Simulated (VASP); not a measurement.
# Zn (Cmcm) in VASP: a series of runs

Zn is run at these levels: PBE; tasks: single point.

All numbers are computed with VASP 6.6.1; they aren't measurements. Logs are shortened: lines on timing, memory, paths and dates and some standing lists are left out, and cuts for length are marked.

### Step 1. The cell of the first run

Symmetry: Cmcm, No. 63, orthorhombic system. Conventional cell: a = 2.734 Å, b = 7.665 Å, c = 2.989 Å, α = 90.00°, β = 90.00°, γ = 90.00°. Zn (site symmetry m2m) has 10 Zn at 2.53 to 2.99 Å within 3.3 Å.

### Step 2. Single point, PBE

INCAR

```
ALGO = Normal
EDIFF = 1E-7
ENCUT = 520
GGA = PE
ISIF = 2
ISMEAR = 0
LASPH = True
LCHARG = False
LREAL = False
LWAVE = False
NBANDS = 19
NELM = 100
PREC = Accurate
SIGMA = 0.1
```

KPOINTS

```
k-points
0
Gamma
  8 8 6
```

POSCAR

```
Zn
1.0
    1.3670208819     -3.8323723345      0.0000000000
    1.3670208819      3.8323723345      0.0000000000
    0.0000000000      0.0000000000      2.9885904798
Zn
2
Direct
    0.8670000000      0.1330000000      0.2500000000
    0.1330000000      0.8670000000      0.7500000000
```

Potentials or basis: VASP PAW PBE potentials, release 64 (Zn).

Run with:

```
$ cat potpaw_PBE.64/Zn/POTCAR > POTCAR
$ mpirun -np 1 vasp_std > vasp.out
```

OUTCAR:

```text
EDIFF = 1E-7
   ENCUT = 520
   GGA = PE
   ISIF = 2
   ISMEAR = 0
   LASPH = True
   LREAL = False
   NELM = 100
   PREC = Accurate

 ion  position               nearest neighbor table
   1  0.867  0.133  0.250-   2 2.53   2 2.53   2 2.71   2 2.71   2 2.71   2 2.71
   2  0.133  0.867  0.750-   1 2.53   1 2.53   1 2.71   1 2.71   1 2.71   1 2.71

  LATTYP: Found a base centered orthorhombic cell.
 ALAT       =     2.7340417638
 B/A-ratio  =     2.8034482759
 C/A-ratio  =     1.0931034483

  Lattice vectors:

 A1 = (   1.3670208819,  -3.8323723345,   0.0000000000)
 A2 = (   1.3670208819,   3.8323723345,   0.0000000000)
 A3 = (   0.0000000000,   0.0000000000,   2.9885904798)

Analysis of symmetry for initial positions (statically):
=====================================================================
 Subroutine PRICEL returns:
 Original cell was already a primitive cell.

 Routine SETGRP: Setting up the symmetry group for a
 base centered orthorhombic supercell.

 Subroutine GETGRP returns: Found  8 space group operations
 (whereof  4 operations were pure point group operations)
 out of a pool of  8 trial point group operations.

The static configuration has the point symmetry C_2h.
 The point group associated with its full space group is D_2h.

Analysis of symmetry for dynamics (positions and initial velocities):
=====================================================================
 Subroutine PRICEL returns:
 Original cell was already a primitive cell.

 Routine SETGRP: Setting up the symmetry group for a
 base centered orthorhombic supercell.

 Subroutine GETGRP returns: Found  8 space group operations
 (whereof  4 operations were pure point group operations)
 out of a pool of  8 trial point group operations.

The dynamic configuration has the point symmetry C_2h.
 The point group associated with its full space group is D_2h.

 Subroutine INISYM returns: Found  8 space group operations
 (whereof  4 operations are pure point group operations),
 and found     1 'primitive' translations

----------------------------------------------------------------------------------------

                                     Primitive cell

  volume of cell :      31.3141

  direct lattice vectors                    reciprocal lattice vectors
     1.367020882 -3.832372335  0.000000000     0.365758860 -0.130467490  0.000000000
     1.367020882  3.832372335  0.000000000     0.365758860  0.130467490  0.000000000
[... 83 lines left out ...]
   ENCUT  =  520.0 eV  38.22 Ry    6.18 a.u.   7.57  7.57  5.56*2*pi/ulx,y,z
   NELM   =    100;   NELMIN=  2; NELMDL= -5     # of ELM steps
   EDIFF  = 0.1E-06   stopping-criterion for ELM
   LREAL  =      F    real-space projection
   EDIFFG = 0.1E-05   stopping-criterion for IOM
   NSW    =      0    number of steps for IOM
   IBRION =     -1    ionic relax: 0-MD 1-quasi-New 2-CG
   NFREE  =      0    steps in history (QN), initial steepest desc. (CG)
   ISIF   =      2    stress and relaxation
   ISYM   =      2    0-nonsym 1-usesym 2-fastsym
   POTIM  = 0.5000    time-step for ionic-motion
   TEBEG  =    0.0;   TEEND  =   0.0 temperature during run
   PSTRESS=    0.0 pullay stress
   NELECT =      24.0000    total number of electrons
   NUPDOWN=      -1.0000    fix difference up-down
   EMIN   =  10.00;   EMAX   =-10.00  energy-range for DOS
   EFERMI =   0.00;   METHOD = LEGACY
   ISMEAR =     0;   SIGMA  =   0.10  broadening in eV -4-tet -1-fermi 0-gaus
   EFERMI_NEDOS =   21; number of points for ismear=-14 and -15
   IALGO  =     38    algorithm
   IMIX   =      4    mixing-type and parameters
     AMIX     =   0.40;   BMIX     =  1.00
     AMIX_MAG =   1.60;   BMIX_MAG =  1.00
  volume/ion in A,a.u.               =      15.66       105.66
  Fermi-wavevector in a.u.,A,eV,Ry     =   1.498185  2.831159 30.539077  2.244559
  Thomas-Fermi vector in A             =   2.609977
   LORBIT       =      0    0 simple, 1 ext, 2 COOP (PROOUT), +10 PAW based schemes
   GGA     = PE    functional components
   LHFCALC =     F    Hartree Fock is set to
   AEXX    =    0.0000 exact exchange contribution
   IVDW    =     0    specifies the selected vdW correction
   LEPSILON=     F    determine dielectric tensor
   LRPA    =     F    only Hartree local field effects (RPA)
 non-spin polarized calculation
 Gauss-broadening in eV      SIGMA  =   0.10
  energy-cutoff  :      520.00
  volume of cell :       31.31
 maximum number of plane-waves:       865
   NGX = 15   NGY = 15   NGZ = 11

 number of electron      24.0000013 magnetization

 Free energy of the ion-electron system (eV)
  ---------------------------------------------------
  ext. energy  EPLUGINS =         0.00000000
  ---------------------------------------------------
  free energy    TOTEN  =        -1.97921903 eV

  energy without entropy =       -1.97508531  energy(sigma->0) =       -1.97715217

 E-fermi :   2.6059     XC(G=0): -11.3649

 val. band max:        2.6019437724   @ k =  -0.3750   0.3750   0.3333
 cond. band min:       2.6085437458   @ k =  -0.2500   0.1250   0.3333
 fundamental gap:      0.0065999734
 Fermi energy:         2.6058765855

 k-point     1 :       0.0000    0.0000    0.0000
  band No.  band energies     occupation
      1      -7.2969      2.00000
      2      -5.4836      2.00000
      3      -5.1817      2.00000
      4      -5.1567      2.00000
      5      -5.0154      2.00000
      6      -4.4960      2.00000
[... 505 lines left out ...]
      6      -4.6638      2.00000
[... 11 lines left out ...]
     18      17.7659      0.00000
     19      19.0904      0.00000

 [... further k-points ...]

------------------------ aborting loop because EDIFF is reached ----------------------------------------

  FORCE on cell =-STRESS in cart. coord.  units (eV):
  Direction    XX          YY          ZZ          XY          YZ          ZX
  --------------------------------------------------------------------------------------
  -------------------------------------------------------------------------------------
  Total        0.6682890      0.8477693      0.5344115      0.0000000     -0.0000000      0.0000000
  in kB       34.1928785     43.3759531     27.3430591      0.0000000     -0.0000000      0.0000000
  external PRESSURE =      34.9706302 kB  Pullay stress =       0.0000000 kB

 VOLUME and BASIS-vectors are now :
 -----------------------------------------------------------------------------
  energy-cutoff  :      520.00
  volume of cell :       31.31
      direct lattice vectors                 reciprocal lattice vectors
     1.367020882 -3.832372335  0.000000000     0.365758860 -0.130467490  0.000000000
     1.367020882  3.832372335  0.000000000     0.365758860  0.130467490  0.000000000
     0.000000000  0.000000000  2.988590480     0.000000000  0.000000000  0.334605898

 POSITION                                       TOTAL-FORCE (eV/Angst)
 -----------------------------------------------------------------------------------
      1.36702     -2.81296      0.74715         0.000000      0.360978     -0.000000
      1.36702      2.81296      2.24144         0.000000     -0.360978      0.000000
 -----------------------------------------------------------------------------------
    total drift:                                0.000000      0.000000     -0.000000

  FREE ENERGIE OF THE ION-ELECTRON SYSTEM (eV)
  ---------------------------------------------------
  free  energy   TOTEN  =        -1.9792190342 eV

  energy  without entropy=       -1.9750853069  energy(sigma->0) =       -1.97715217
```

Wall time 22 s (1 thread of AMD EPYC 9R45 (Zen 5), shared host); peak memory 0.14 GiB.

What came out:

* Free energy: -1.9792 eV
* Pressure: 3.5 GPa
* Largest force: 0.361 eV/Å
* Band gap on the k mesh: zero (bands 12 and 13 overlap by 3.49 eV)

Forces in eV/Å, atoms in the order of the input:
```
Zn   0.000  0.361  0.000
Zn   0.000 -0.361  0.000
```

Stress tensor (GPa, compression positive):
```
3.42 0.00 0.00
0.00 4.34 0.00
0.00 0.00 2.73
```

Levels at points of the mesh, in eV from the Fermi level:
| k point | band 8 | band 9 | band 10 | band 11 | band 12 | band 13 | band 14 | band 15 | band 16 | band 17 |
| --- | --- | --- | --- | --- | --- | --- | --- | --- | --- | --- |
| (0.00, 0.00, 0.00) | -6.98 | -6.91 | -6.88 | -6.54 | -0.11 | 2.76 | 6.18 | 10.38 | 12.30 | 13.18 |
| (0.50, 0.00, 0.00) | -7.02 | -6.80 | -6.67 | -3.52 | -3.29 | 0.62 | 3.29 | 11.09 | 11.34 | 13.59 |
| (0.50, 0.50, 0.00) | -7.10 | -6.76 | -6.70 | -6.62 | -6.61 | 9.07 | 9.57 | 9.89 | 11.86 | 12.00 |
| (0.00, 0.00, 0.50) | -7.22 | -6.71 | -6.71 | -4.91 | -4.91 | 5.17 | 5.17 | 6.37 | 6.37 | 15.70 |
| (0.50, 0.00, 0.50) | -6.85 | -6.67 | -6.67 | -0.20 | -0.20 | 1.89 | 1.89 | 5.11 | 5.11 | 7.85 |
| (0.50, 0.50, 0.50) | -6.95 | -6.86 | -6.86 | -2.88 | -2.88 | -1.60 | -1.60 | 14.48 | 14.48 | 16.51 |

Caveat: the cell stands under pressure.

### Step 3. Single point, PBE

This run uses another cell than the first one, of 16.34 Å³/atom.

INCAR

```
PREC = Accurate
ENCUT = 520
EDIFF = 1E-7
ISMEAR = 0
SIGMA = 0.1
LREAL = F
LASPH = T
NELM = 60
ALGO = Fast
ISIF = 2
LWAVE = F
LCHARG = F
GGA = PE
NBANDS = 19
```

KPOINTS

```
regular mesh
0
Gamma
  22 22 18
```

POSCAR

```
Zn
1.0
    1.5556281470     -4.0837267901      0.0000000000
    1.5556281470      4.0837267901      0.0000000000
    0.0000000000      0.0000000000      2.5718700449
Zn
2
Direct
    0.8611764618      0.1388235382      0.2500000000
    0.1388235382      0.8611764618      0.7500000000
```

Potentials or basis: VASP PAW PBE potentials, release 64 (Zn).

Run with:

```
$ cat potpaw_PBE.64/Zn/POTCAR > POTCAR
$ mpirun -np 1 vasp_std > vasp.out
```

It took 7.7 min on 1 thread of AMD EPYC 9R45 (Zen 5), shared host; peak memory 0.68 GiB.

It converged, with:

- Free energy: -2.1700 eV
- Pressure: 0.3 GPa
- Band gap on the k mesh: zero (bands 12 and 13 overlap by 5.09 eV)

Stress tensor (GPa, compression positive):
```
0.19 0.00 0.00
0.00 0.38 0.00
0.00 0.00 0.44
```

Levels at points of the mesh, in eV from the Fermi level:
```
           k point  band 8  band 9  band 10  band 11  band 12  band 13  band 14  band 15  band 16  band 17
(0.00, 0.00, 0.00)   -7.13   -7.01    -6.88    -6.66    -0.88     1.38     7.32     8.85    10.52    11.53
(0.50, 0.00, 0.00)   -7.04   -6.91    -6.72    -4.72    -4.33    -0.78     1.62     9.02    10.40    16.14
(0.50, 0.50, 0.00)   -6.97   -6.82    -6.78    -6.72    -6.56     5.19     9.30    11.06    12.25    14.12
(0.00, 0.00, 0.50)   -7.15   -6.90    -6.90    -3.23    -3.23     5.68     5.68     6.58     6.58    12.64
(0.50, 0.00, 0.50)   -6.89   -6.70    -6.70    -0.09    -0.09     2.58     2.58     5.32     5.32     7.45
(0.50, 0.50, 0.50)   -7.08   -6.66    -6.66    -1.98    -1.98     0.22     0.22    11.75    11.75    13.54
```
